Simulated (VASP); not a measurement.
The system is CaS.

```
Ca S
1.0
     0.00000    2.84300    2.84300
     2.84300    0.00000    2.84300
     2.84300    2.84300    0.00000
Ca S
1 1
Direct
  0.00000 0.00000 0.00000
  0.50000 0.50000 0.50000
```

| Item | Value |
| --- | --- |
| Program | VASP 6.6.1 |
| Task | relaxation of cell and atoms |
| Functional | PBEsol |
| Potentials or basis | VASP PAW PBE potentials, release 64 (Ca_sv, S) |
| Cutoff | 500 eV |
| k mesh | 14 × 14 × 14 |
| Occupations | fermi-dirac, width 0.08 eV |
| Spin | no spin polarisation |

At the start: pressure -1.5 GPa; volume 22.98 Å³/atom.

**Question.** How do energy, volume and symmetry change on relaxing?

**Answer.** Over 3 steps the energy falls by 2.6 meV/atom and the volume is 22.41 Å³/atom (-2.5 %); space group Fm-3m (No. 225, to 0.1 Å) before and after.

The path:
```csv
step,energy change (eV),largest force (eV/Å),pressure (GPa),volume (Å³)
1,0.0000,0.0000,-1.46,45.96
2,-0.0050,0.0000,0.35,44.58
3,-0.0053,0.0000,0.00,44.83
```

Final structure:
```yaml
crystal:
  lattice:
    - [0.00000, 2.81945, 2.81945]
    - [2.81945, 0.00000, 2.81945]
    - [2.81945, 2.81945, 0.00000]
  atoms:
    - { symbol: Ca, position: [0.00000, 0.00000, 0.00000] }
    - { symbol: S, position: [0.50000, 0.50000, 0.50000] }
```

Caveat: the PAW data sets were made with another functional, which shifts forces and pressure a little.
